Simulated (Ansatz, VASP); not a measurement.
## As: VASP beside Ansatz

```
CELL_PARAMETERS angstrom
3.61293 0.39776 0.25423
3.12480 5.07290 -0.34112
1.55779 0.57501 3.25263
ATOMIC_POSITIONS crystal
As 0.44340 0.93463 0.06724
As 0.48665 0.22486 0.40000
```

Alike in both runs: functional PBE; k mesh 6 × 4 × 6; occupations gaussian, width 0.1 eV; no spin polarisation.

Ansatz relaxed the structure, and its values are those at the end. VASP's run is a single point on that final structure, the one shown.

|  | VASP | Ansatz |
| --- | --- | --- |
| version | VASP 6.6.1 | Ansatz 0.2.0 |
| potentials or method | VASP PAW PBE potentials, release 64 (As), cutoff 520 eV | scalar-relativistic, plane waves, PAW |
| valence electrons in the cell | 10 | 30 |

|  | VASP | Ansatz | Ansatz less VASP |
| --- | --- | --- | --- |
| gap on the k mesh at the Fermi level (eV) | none | none | - |
| pressure (GPa) | 0.2 | -0.1 | -0.26 |
| rms of the force components (eV/Å) | 0.050 | 0.011 | -0.0393 |

A gap of «none» marks a metal or a gap that the smearing closes. VASP's potentials hold 10 valence electrons a cell and Ansatz's 30, so a difference there can come from the potentials and not from the codes.

The k mesh is coarse, so the values compare programs but aren't converged.
